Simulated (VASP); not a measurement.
The system is ZrC.

```
CELL_PARAMETERS angstrom
0.00000 2.36500 2.36500
2.36500 0.00000 2.36500
2.36500 2.36500 0.00000
ATOMIC_POSITIONS crystal
Zr 0.50000 0.50000 0.50000
C 0.00000 0.00000 0.00000
```

* Program: VASP 6.6.1
* Task: relaxation of cell and atoms
* Functional: BLYP
* Dispersion: D3(BJ)
* Potentials or basis: VASP PAW PBE potentials, release 64 (Zr_sv, C)
* Cutoff: 600 eV
* k mesh: 10 × 10 × 10
* Occupations: fermi-dirac, width 0.05 eV
* Spin: no spin polarisation

At the start: pressure -6.9 GPa; volume 13.23 Å³/atom.

Q: Where does the relaxation end?

A: Over 3 steps the energy falls by 9.3 meV/atom and the volume is 12.81 Å³/atom (-3.1 %); space group Fm-3m (No. 225, to 0.1 Å) before and after.

Step by step:
```tsv
step	energy change (eV)	largest force (eV/Å)	pressure (GPa)	volume (Å³)
1	0.0000	0.0000	-6.89	26.46
2	0.0310	0.0000	12.98	24.34
3	-0.0186	0.0000	-0.11	25.63
```

Final structure:
```
Zr C
1.0
     0.00000    2.34006    2.34006
     2.34006    0.00000    2.34006
     2.34006    2.34006    0.00000
Zr C
1 1
Direct
  0.50000 0.50000 0.50000
  0.00000 0.00000 0.00000
```

Caveat: the PAW data sets were made with another functional, which shifts forces and pressure a little.
